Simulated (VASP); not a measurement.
Write the native input for VASP 6.6.1 that does the following.

```yaml
Task: single point
Functional: LDA
Potentials_or_basis: VASP PAW LDA potentials, release 64 (Ru_pv, Al)
Cutoff: 520 eV
k_mesh: 14 × 14 × 14
Occupations: fermi-dirac, width 0.05 eV
Spin: no spin polarisation
Dipole_correction: no
Further_INCAR_settings: ALGO = Normal; EDIFF = 1e-06; NBANDS = 16
```

The structure of AlRu (rocksalt type) lies in POSCAR:

```
AlRu
1.0
    0.0000000000      2.1913107830      2.1913107830
    2.1913107830      0.0000000000      2.1913107830
    2.1913107830      2.1913107830      0.0000000000
Ru Al
1 1
Direct
    0.0000000000      0.0000000000      0.0000000000
    0.5000000000      0.5000000000      0.5000000000
```

This cell differs from its parent crystal: volume scaled by 0.72.

These files were run (other wordings do the same):

INCAR

```
SYSTEM = AlRu
  PREC = Accurate
  ENCUT = 520
  EDIFF = 1E-6
  ISMEAR = -1
  SIGMA = 0.05
  LREAL = .FALSE.
  LASPH = .TRUE.
  NELM = 80
  ALGO = Normal
  ISIF = 2
  LWAVE = .FALSE.
  LCHARG = .TRUE.
  GGA = CA
  LELF = .TRUE.
  LVHAR = .TRUE.
  NBANDS = 16
```

KPOINTS

```
regular mesh
0
G
  14 14 14
  0 0 0
```

Potentials or basis: VASP PAW LDA potentials, release 64 (Ru_pv, Al).

Launch:

```bash
$ cat potpaw_LDA.64/Ru_pv/POTCAR potpaw_LDA.64/Al/POTCAR > POTCAR
$ mpirun -np 1 vasp_std > vasp.out
```

It gave:

* Pressure: 110.2 GPa

Run time: 40 s on 1 thread of Intel Xeon 8259CL (shared host), peak memory 0.15 GiB.
